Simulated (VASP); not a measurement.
Write the native input for VASP 6.6.1 that does the following.

```
Task                   : single point
Functional             : PBE
Potentials or basis    : VASP PAW PBE potentials, release 64 (C)
Cutoff                 : 600 eV
k mesh                 : 7 × 7 × 7
Occupations            : fermi-dirac, width 0.1 eV
Spin                   : no spin polarisation
Dipole correction      : no
Further INCAR settings : ALGO = Normal; EDIFF = 1e-06; NBANDS = 11
```

The structure of C lies in POSCAR:

```
C
1.0
    0.0000000000      1.7834000000      1.7834000000
    1.7834000000      0.0000000000      1.7834000000
    1.7834000000      1.7834000000      0.0000000000
C
2
Direct
    0.5000000000      0.5000000000      0.5000000000
    0.7500000000      0.7500000000      0.7500000000
```

The input as run:

INCAR

```
SYSTEM = C
ALGO     = Normal         ! electronic algorithm
EDIFF    = 1E-6           ! SCF threshold, eV
ENCUT    = 600            ! plane-wave cutoff, eV
GGA      = PE             ! functional
GGA_COMPAT= .False.      
ISIF     = 2              ! what is computed and relaxed
ISMEAR   = -1             ! smearing method
LASPH    = .True.         ! aspherical terms in the spheres
LCHARG   = .True.         ! write CHGCAR
LELF     = .True.         ! ELF
LREAL    = .False.        ! projectors in reciprocal space
LVHAR    = .True.       
LWAVE    = .False.        ! write WAVECAR
NBANDS   = 11             ! bands
NELM     = 120            ! most SCF steps
PREC     = Accurate       ! precision mode
SIGMA    = 0.1            ! smearing width, eV
```

KPOINTS

```
k-points
0
Gamma
  7 7 7
  0 0 0
```

Potentials or basis: VASP PAW PBE potentials, release 64 (C).

Run with:

```console
$ cat potpaw_PBE.64/C/POTCAR > POTCAR
$ mpirun -np 1 vasp_std > vasp.out
```

It gave:

```yaml
Pressure: 1.8 GPa
Band_gap_on_the_k_mesh: 4.26 eV, indirect (least direct gap 5.59 eV)
```

Caveat: the k points lie up to 0.44 Å⁻¹ apart.

It took 5.3 s on 1 thread of Intel(R) Xeon(R) Platinum 8259CL CPU @ 2.50GHz (Skylake/Cascade Lake), on a shared host, peak memory 0.11 GiB.
